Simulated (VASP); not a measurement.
Re:

```
Re
1.0
     4.36469    0.00000    0.00000
    -2.18234    3.77993    0.00000
     0.00000    0.00000    2.67555
Re
3
Direct
  0.00000 0.00000 0.00000
  0.33333 0.66667 0.50000
  0.66667 0.33333 0.50000
```

This isn't the form of Re at room conditions, which is hcp.

```yaml
Program: VASP 6.6.1
Task: relaxation of cell and atoms
Functional: r2SCAN
Potentials_or_basis: VASP PAW PBE potentials, release 64 (Re)
Cutoff: 600 eV
k_mesh: 8 × 8 × 12
Occupations: fermi-dirac, width 0.1 eV
Spin: no spin polarisation
```

At the start: pressure 5.3 GPa; volume 14.71 Å³/atom.

Task: How do energy, volume and symmetry change on relaxing?

Result: Over 8 steps the energy falls by 10.5 meV/atom and the volume is 14.93 Å³/atom (+1.4 %); space group P6/mmm (No. 191, to 0.1 Å) before and after.

Step by step:
```csv
step,energy change (eV),largest force (eV/Å),pressure (GPa),volume (Å³)
1,0.0000,0.0000,5.27,44.14
2,0.1282,0.0000,-17.44,47.28
3,-0.0255,0.0000,-2.29,45.03
4,-0.0123,0.0000,3.41,44.46
5,-0.0316,0.0000,-0.36,44.83
6,-0.0316,0.0000,-0.32,44.82
7,-0.0314,0.0000,0.74,44.69
8,-0.0316,0.0000,0.06,44.78
```

Final structure:
```
Re
1.0
     4.35270    0.00000    0.00000
    -2.17635    3.76955    0.00000
     0.00000    0.00000    2.72894
Re
3
Cartesian
  2.1764 3.7696 2.7289
  0.0000 2.5130 1.3645
  2.1764 1.2565 1.3645
```

Caveat: the highest band is partly filled, so the run has too few bands; the PAW data sets were made with another functional, which shifts forces and pressure a little.
